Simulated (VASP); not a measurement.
# N2 in VASP: single point with PBE0

Aim: the single point of N2 with PBE0.

Everything below comes from runs of VASP 6.6.1. Logs are shortened: lines on timing, memory, paths and dates and some standing lists are left out, and cuts for length are marked.

## 1. The cell of the first run

The cell holds a molecule in a box, 2 atoms: a = 12.000 Å, b = 12.000 Å, c = 12.000 Å, α = 90.00°, β = 90.00°, γ = 90.00°.

## 2. Single point, PBE0

POSCAR

```
N
1.0
   12.0000000000      0.0000000000      0.0000000000
    0.0000000000     12.0000000000      0.0000000000
    0.0000000000      0.0000000000     12.0000000000
N
2
Direct
    0.5000000000      0.5000000000      0.4542500000
    0.5000000000      0.5000000000      0.5457500000
```

INCAR.step1

```
ALGO = Normal
EDIFF = 1E-5
ENCUT = 1000
GGA = PE
GGA_COMPAT = False
ISIF = 2
ISMEAR = 0
LASPH = True
LCHARG = False
LREAL = False
LWAVE = True
NBANDS = 12
NELM = 120
NELMDL = -8
PREC = Accurate
SIGMA = 0.01
```

INCAR.step2

```
AEXX = 0.25
ALGO = Normal
EDIFF = 1E-6
ENCUT = 1000
GGA = PE
GGA_COMPAT = False
ISIF = 2
ISMEAR = 0
ISTART = 1
LASPH = True
LCHARG = False
LHFCALC = True
LREAL = False
LWAVE = False
NBANDS = 12
NELM = 120
PREC = Accurate
PRECFOCK = Normal
SIGMA = 0.01
```

KPOINTS

```
k-points
0
Gamma
  1 1 1
```

Potentials or basis: VASP PAW PBE potentials, release 64 (N_h).

On the command line:

```console
> cat potpaw_PBE.64/N_h/POTCAR > POTCAR
> cp INCAR.step1 INCAR
> mpirun -np 1 vasp_gam > vasp.out
> cp INCAR.step2 INCAR
> mpirun -np 1 vasp_gam > vasp.out
```

OUTCAR:

```text
AEXX = 0.25
   EDIFF = 1E-6
   ENCUT = 1000
   GGA = PE
   ISIF = 2
   ISMEAR = 0
   ISTART = 1
   LASPH = True
   LHFCALC = True
   LREAL = False
   NELM = 120
   PREC = Accurate
   PRECFOCK = Normal

 ion  position               nearest neighbor table
   1  0.500  0.500  0.454-   2 1.10
   2  0.500  0.500  0.546-   1 1.10

  LATTYP: Found a simple cubic cell.
 ALAT       =    12.0000000000

  Lattice vectors:

 A1 = (  12.0000000000,   0.0000000000,   0.0000000000)
 A2 = (   0.0000000000,  12.0000000000,   0.0000000000)
 A3 = (   0.0000000000,   0.0000000000,  12.0000000000)

Analysis of symmetry for initial positions (statically):
=====================================================================
 Subroutine PRICEL returns:
 Original cell was already a primitive cell.

 Routine SETGRP: Setting up the symmetry group for a
 simple cubic supercell.

 Subroutine GETGRP returns: Found 16 space group operations
 (whereof 16 operations were pure point group operations)
 out of a pool of 48 trial point group operations.

The static configuration has the point symmetry D_4h.

Analysis of symmetry for dynamics (positions and initial velocities):
=====================================================================
 Subroutine PRICEL returns:
 Original cell was already a primitive cell.

 Routine SETGRP: Setting up the symmetry group for a
 simple cubic supercell.

 Subroutine GETGRP returns: Found 16 space group operations
 (whereof 16 operations were pure point group operations)
 out of a pool of 48 trial point group operations.

The dynamic configuration has the point symmetry D_4h.

 Subroutine INISYM returns: Found 16 space group operations
 (whereof 16 operations are pure point group operations),
 and found     1 'primitive' translations

----------------------------------------------------------------------------------------

                                     Primitive cell

  volume of cell :    1728.0000

  direct lattice vectors                    reciprocal lattice vectors
    12.000000000  0.000000000  0.000000000     0.083333333  0.000000000  0.000000000
     0.000000000 12.000000000  0.000000000     0.000000000  0.083333333  0.000000000
     0.000000000  0.000000000 12.000000000     0.000000000  0.000000000  0.083333333

  length of vectors
    12.000000000 12.000000000 12.000000000     0.083333333  0.083333333  0.083333333

  position of ions in fractional coordinates (direct lattice)
     0.500000000  0.500000000  0.454250000
     0.500000000  0.500000000  0.545750000

  ion indices of the primitive-cell ions
   primitive index   ion index
                 1           1
                 2           2

----------------------------------------------------------------------------------------

 KPOINTS: k-points

Automatic generation of k-mesh.
 Grid dimensions read from file:
 generate k-points for:    1    1    1

 Generating k-lattice:

  Cartesian coordinates                     Fractional coordinates (reciprocal lattice)
     0.083333333  0.000000000  0.000000000     1.000000000  0.000000000  0.000000000
     0.000000000  0.083333333  0.000000000     0.000000000  1.000000000  0.000000000
     0.000000000  0.000000000  0.083333333     0.000000000  0.000000000  1.000000000

  Length of vectors
     0.083333333  0.083333333  0.083333333

  Shift w.r.t. Gamma in fractional coordinates (k-lattice)
     0.000000000  0.000000000  0.000000000

 Subroutine IBZKPT returns following result:
 ===========================================

 Found      1 irreducible k-points:

 Following reciprocal coordinates:
            Coordinates               Weight
  0.000000  0.000000  0.000000      1.000000
   k-points           NKPTS =      1   k-points in BZ     NKDIM =      1   number of bands    NBANDS=     12
   number of dos      NEDOS =    301   number of ions     NIONS =      2
   total plane-waves  NPLWV = ******
   dimension x,y,z NGX =   126 NGY =  126 NGZ =  126
   dimension x,y,z NGXF=   252 NGYF=  252 NGZF=  252
   ions per type =               2
   NGX,Y,Z   is equivalent  to a cutoff of  17.46, 17.46, 17.46 a.u.
   NGXF,Y,Z  is equivalent  to a cutoff of  34.91, 34.91, 34.91 a.u.
 SYSTEM =  unknown system
   PREC   = accura    normal or accurate (medium, high low for compatibility)
   ISTART =      1    job   : 0-new  1-cont  2-samecut
   ICHARG =      0    charge: 1-file 2-atom 10-const
   ISPIN  =      1    spin polarized calculation?
   LNONCOLLINEAR =      F non collinear calculations
   LSORBIT =      F    spin-orbit coupling
   LASPH  =      T    aspherical Exc in radial PAW
   ENCUT  = 1000.0 eV  73.50 Ry    8.57 a.u.  30.94 30.94 30.94*2*pi/ulx,y,z
   NELM   =    120;   NELMIN=  2; NELMDL=  0     # of ELM steps
   EDIFF  = 0.1E-05   stopping-criterion for ELM
   LREAL  =      F    real-space projection
   EDIFFG = 0.1E-04   stopping-criterion for IOM
   NSW    =      0    number of steps for IOM
   IBRION =     -1    ionic relax: 0-MD 1-quasi-New 2-CG
   NFREE  =      0    steps in history (QN), initial steepest desc. (CG)
   ISIF   =      2    stress and relaxation
   ISYM   =      3    0-nonsym 1-usesym 2-fastsym
   POTIM  = 0.5000    time-step for ionic-motion
   TEBEG  =    0.0;   TEEND  =   0.0 temperature during run
   PSTRESS=    0.0 pullay stress
   NELECT =      10.0000    total number of electrons
   NUPDOWN=      -1.0000    fix difference up-down
   EMIN   =  10.00;   EMAX   =-10.00  energy-range for DOS
   EFERMI =   0.00;   METHOD = LEGACY
   ISMEAR =     0;   SIGMA  =   0.01  broadening in eV -4-tet -1-fermi 0-gaus
   EFERMI_NEDOS =   21; number of points for ismear=-14 and -15
   IALGO  =     38    algorithm
   IMIX   =      1    mixing-type and parameters
     AMIX     =   0.40;   BMIX     =  1.00
     AMIX_MAG =   1.60;   BMIX_MAG =  1.00
  volume/ion in A,a.u.               =     864.00      5830.56
  Fermi-wavevector in a.u.,A,eV,Ry     =   0.293918  0.555425  1.175381  0.086388
  Thomas-Fermi vector in A             =   1.156025
   LORBIT       =      0    0 simple, 1 ext, 2 COOP (PROOUT), +10 PAW based schemes
   GGA     = PE    functional components
   LHFCALC =     T    Hartree Fock is set to
   PRECFOCK=normal    Normal, Fast or Accurate (Low or Medium for compatibility)
   ENCUT4O =  -1.0   cutoff for four orbital integrals eV
   NKREDX  =     1    reduce k-point grid by
   NKREDY  =     1    reduce k-point grid by
   NKREDZ  =     1    reduce k-point grid by
   AEXX    =    0.2500 exact exchange contribution
   HFSCREEN=    0.0000 screening length (either q_TF or 0.3 A-1)
   HFSCREENC=   0.0000 screening length for correlation (either q_TF or 0.3 A-1)
   ENCUTFOCK=  -1.0 apply spherical cutoff to Coloumb kernel
   IVDW    =     0    specifies the selected vdW correction
   LEPSILON=     F    determine dielectric tensor
   LRPA    =     F    only Hartree local field effects (RPA)
 non-spin polarized calculation
 Gauss-broadening in eV      SIGMA  =   0.01
  energy-cutoff  :     1000.00
  volume of cell :     1728.00
 maximum number of plane-waves:     62049
 NGX is ok and might be reduce to   126
  NGX = 96; NGY = 96; NGZ = 96

 number of electron      10.0000000 magnetization

 Free energy of the ion-electron system (eV)
  ---------------------------------------------------
  ext. energy  EPLUGINS =         0.00000000
  ---------------------------------------------------
  free energy    TOTEN  =       -21.90733735 eV

  energy without entropy =      -21.90733735  energy(sigma->0) =      -21.90733735

 E-fermi : -11.9804     XC(G=0):  -0.2970

 val. band max:      -12.1019833989   @ k =   0.0000   0.0000   0.0000
 cond. band min:      -0.5281477414   @ k =   0.0000   0.0000   0.0000
 fundamental gap:     11.5738356575
 Fermi energy:       -11.9803725128

 k-point     1 :       0.0000    0.0000    0.0000
  band No.  band energies     occupation
      1     -31.3820      2.00000
      2     -15.5827      2.00000
      3     -13.0849      2.00000
      4     -13.0849      2.00000
      5     -12.1020      2.00000
      6      -0.5281      0.00000
      7      -0.5281      0.00000
      8      -0.0458      0.00000
      9       0.9417      0.00000
     10       0.9417      0.00000
     11       0.9487      0.00000
     12       0.9585      0.00000

------------------------ aborting loop because EDIFF is reached ----------------------------------------

  FORCE on cell =-STRESS in cart. coord.  units (eV):
  Direction    XX          YY          ZZ          XY          YZ          ZX
  --------------------------------------------------------------------------------------
  -------------------------------------------------------------------------------------
  Total       -0.0276425     -0.0276425     -1.4678195      0.0000000      0.0000000      0.0000000
  in kB       -0.0256297     -0.0256297     -1.3609416      0.0000000      0.0000000      0.0000000
  external PRESSURE =      -0.4707337 kB  Pullay stress =       0.0000000 kB

 VOLUME and BASIS-vectors are now :
 -----------------------------------------------------------------------------
  energy-cutoff  :     1000.00
  volume of cell :     1728.00
      direct lattice vectors                 reciprocal lattice vectors
    12.000000000  0.000000000  0.000000000     0.083333333  0.000000000  0.000000000
     0.000000000 12.000000000  0.000000000     0.000000000  0.083333333  0.000000000
     0.000000000  0.000000000 12.000000000     0.000000000  0.000000000  0.083333333

 POSITION                                       TOTAL-FORCE (eV/Angst)
 -----------------------------------------------------------------------------------
      6.00000      6.00000      5.45100         0.000000      0.000000      1.298809
      6.00000      6.00000      6.54900        -0.000000      0.000000     -1.298809
 -----------------------------------------------------------------------------------
    total drift:                               -0.000000     -0.000000     -0.000000

  FREE ENERGIE OF THE ION-ELECTRON SYSTEM (eV)
  ---------------------------------------------------
  free  energy   TOTEN  =       -21.9073373526 eV

  energy  without entropy=      -21.9073373526  energy(sigma->0) =      -21.90733735
```

It took 7.1 min on 1 thread of Intel Xeon 6975P-C (Granite Rapids), shared host; peak memory 2.6 GiB.

What came out:

* Free energy: -21.9073 eV
* Largest force: 1.299 eV/Å
* Gap between the frontier levels: 11.57 eV

Forces on the atoms (eV/Å):
```
N    0.000  0.000  1.299
N    0.000  0.000 -1.299
```

Caveat: the PAW data sets were made with another functional, which shifts forces and pressure a little.
